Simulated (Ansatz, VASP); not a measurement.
**Sc3Al in VASP and in Ansatz**

```
Sc Al
1.0
     4.70290    0.00000    0.00000
     0.00000    4.70290    0.00000
     0.00000    0.00000    4.37479
Sc Al
3 1
Direct
  0.50000 0.00000 0.50000
  0.00000 0.50000 0.50000
  0.50000 0.50000 0.00000
  0.00000 0.00000 0.00000
```

Change from the starting cell: strain +0.0750 x Voigt [1, 1, 0, 0, 0, 0], atoms carried along.

Alike in both runs: task single point; functional PBEsol; k mesh 12 × 12 × 12; occupations gaussian, width 0.15 eV; no spin polarisation.

```csv
,VASP,Ansatz
version,VASP 6.6.1,Ansatz 0.2.0
potentials or method,"VASP PAW PBE potentials, release 64 (Sc_sv, Al), cutoff 520 eV","scalar-relativistic, plane waves, PAW"
valence electrons in the cell,36,36
```

```tsv
	VASP	Ansatz	Ansatz less VASP
gap on the k mesh at the Fermi level (eV)	none	none	-
pressure (GPa)	-7.4	-7.4	-0.02
traceless stress, the component that is largest in VASP (GPa)	2.21	2.20	-0.003
```

VASP's potentials were made for PBE, not for PBEsol. A gap of «none» marks a metal or a gap that the smearing closes.
